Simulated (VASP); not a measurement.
# Pb: single point with RPBE

Crystal: Pb.

```
Pb
1.0
     0.00000    3.58497    3.58497
     3.58497    0.00000    3.58497
     3.58497    3.58497    0.00000
Pb
2
Direct
  0.12500 0.12500 0.12500
  0.87500 0.87500 0.87500
```

* Program: VASP 6.6.1
* Task: single point
* Functional: RPBE
* Potentials or basis: VASP PAW PBE potentials, release 64 (Pb_d)
* Cutoff: 520 eV
* k mesh: 8 × 8 × 8
* Occupations: fermi-dirac, width 0.1 eV
* Spin: no spin polarisation
* Dipole correction: no
* Further INCAR settings: ALGO = Normal; EDIFF = 1e-06; NBANDS = 21

```yaml
Pressure: -0.1 GPa
Band_gap_on_the_k_mesh: zero (band 14 reaches 3.78 eV, above the bottom of band 15 at 2.82 eV)
```

Levels at points of the mesh, in eV from the Fermi level:
| k point | band 11 | band 12 | band 13 | band 14 | band 15 | band 16 | band 17 | band 18 |
| --- | --- | --- | --- | --- | --- | --- | --- | --- |
| (0.00, 0.00, 0.00) | -10.46 | -4.55 | 0.34 | 0.34 | 0.34 | 2.32 | 2.32 | 2.32 |
| (0.50, 0.00, 0.00) | -9.34 | -6.97 | -0.91 | -0.62 | -0.62 | 3.37 | 3.37 | 5.62 |
| (0.50, 0.50, 0.00) | -8.22 | -8.22 | -1.65 | -1.65 | 0.96 | 0.96 | 6.42 | 6.42 |

It took 110 s on 1 thread of AMD EPYC 7R13 (shared host), peak memory 0.21 GiB.

Caveat: the PAW data sets were made with another functional, which shifts forces and pressure a little; spin-orbit coupling is left out, which moves the levels of the heavy elements.
